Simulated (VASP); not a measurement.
GaP: single point with HSE06

GaP:

```xyz
2
Lattice="0.0000 2.8344 2.6307 2.8344 0.0000 2.6307 2.8344 2.8344 0.0000" Properties=species:S:1:pos:R:3 pbc="T T T"
Ga    0.0000    0.0000    0.0000
P     1.4172    1.4172    1.3153
```

This cell differs from its parent crystal: epitaxial xy strain +4.0%.

| Property | Result |
| --- | --- |
| Program | VASP 6.6.1 |
| Task | single point |
| Functional | HSE06 |
| Potentials or basis | VASP PAW PBE potentials, release 64 (Ga_d, P) |
| Cutoff | 520 eV |
| k mesh | 6 × 6 × 6 |
| Occupations | gaussian, width 0.01 eV |
| Spin | no spin polarisation |
| Dipole correction | no |
| Grid for exact exchange (PRECFOCK) | Normal |
| Further INCAR settings | ALGO = Normal; EDIFF = 1e-06; NBANDS = 16 |
| Share of exact exchange | 0.25 |
| Screening parameter | 0.2079 1/Å |

| Quantity | Value |
| --- | --- |
| Pressure | -3.1 GPa |
| Band gap on the k mesh | 1.81 eV (least direct gap 2.11 eV) |

Stress tensor (GPa, compression positive):
```
-4.87  0.00  0.00
 0.00 -4.87  0.00
 0.00  0.00  0.45
```

Levels at points of the mesh, in eV from the valence-band top:
```tsv
k point	band 7	band 8	band 9	band 10	band 11	band 12
(0.00, 0.00, 0.00)	-0.38	-0.38	0.00	2.11	4.44	4.61
(0.50, 0.00, 0.00)	-7.22	-1.69	-1.10	1.99	5.08	5.79
(0.50, 0.50, 0.00)	-7.02	-3.35	-3.35	1.82	1.86	11.41
(0.50, 0.00, 0.50)	-7.52	-2.85	-2.79	2.30	2.60	11.08
```

It took 90 min on 1 thread of Intel(R) Xeon(R) Platinum 8259CL CPU @ 2.50GHz (Skylake/Cascade Lake), with other jobs on the host, peak memory 0.3 GiB.

Caveat: the cell differs from its parent crystal (epitaxial xy strain +4.0%); the stress differs along the axes, from -5 to 0 GPa; the PAW data sets were made with another functional, which shifts forces and pressure a little. A k mesh can miss the band edges.
